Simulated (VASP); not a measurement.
Write the native input for VASP 6.6.1 that does the following.

- Task: single point
- Functional: r2SCAN
- Potentials or basis: VASP PAW PBE potentials, release 64 (Li_sv, Na_pv, Cl)
- Cutoff: 520 eV
- k mesh: 6 × 6 × 6
- Occupations: gaussian, width 0.01 eV
- Spin: no spin polarisation
- Dipole correction: no
- Further INCAR settings: ALGO = Normal; EDIFF = 1e-06; NBANDS = 20

Crystal: NaLiCl2.

```xyz
4
Lattice="1.8916 1.0921 6.2476 -1.8916 1.0921 6.2476 0.0000 -2.1842 6.2476" Properties=species:S:1:pos:R:3 pbc="T T T"
Li    1.8916    1.0921    6.2476
Na    0.0000    0.0000    9.3715
Cl    0.0000    0.0000    4.8110
Cl    0.0000    0.0000   13.9319
```

One way to write it, as run:

POSCAR

```
NaLiCl2
1.0
    1.8915979397      1.0921145797      6.2476405587
   -1.8915979397      1.0921145797      6.2476405587
    0.0000000000     -2.1842291593      6.2476405587
Li Na Cl
1 1 2
Direct
    1.0000000000      0.0000000000      0.0000000000
    0.5000000000      0.5000000000      0.5000000000
    0.2566860793      0.2566860793      0.2566860793
    0.7433139207      0.7433139207      0.7433139207
```

INCAR.step1

```
  ALGO = Normal
  EDIFF = 1E-4
  ENCUT = 520
  GGA = PE
  ISMEAR = 0
  LASPH = True
  LCHARG = False
  LREAL = False
  LWAVE = True
  NBANDS = 20
  NELM = 80
  PREC = Accurate
  SIGMA = 0.01
```

INCAR.step2

```
  ALGO = Normal
  EDIFF = 1E-6
  ENCUT = 520
  ISIF = 2
  ISMEAR = 0
  ISTART = 1
  LASPH = True
  LCHARG = False
  LMIXTAU = True
  LREAL = False
  LWAVE = False
  METAGGA = R2SCAN
  NBANDS = 20
  NELM = 80
  PREC = Accurate
  SIGMA = 0.01
```

KPOINTS

```
k-points
0
Gamma
  6 6 6
```

Potentials or basis: VASP PAW PBE potentials, release 64 (Li_sv, Na_pv, Cl).

Launch:

```bash
$ cat potpaw_PBE.64/Li_sv/POTCAR potpaw_PBE.64/Na_pv/POTCAR potpaw_PBE.64/Cl/POTCAR > POTCAR
$ cp INCAR.step1 INCAR
$ mpirun -np 1 vasp_std > vasp.out
$ cp INCAR.step2 INCAR
$ mpirun -np 1 vasp_std > vasp.out
```

It gave:

```json
{
  "Largest force": "0.010 eV/Å",
  "Band gap on the k mesh": "6.47 eV, direct"
}
```

Caveat: the PAW data sets were made with another functional, which shifts forces and pressure a little.

Wall time 8.5 min on 1 thread of Intel(R) Xeon(R) Platinum 8375C CPU @ 2.90GHz (Ice Lake) (shared host), peak memory 0.4 GiB.
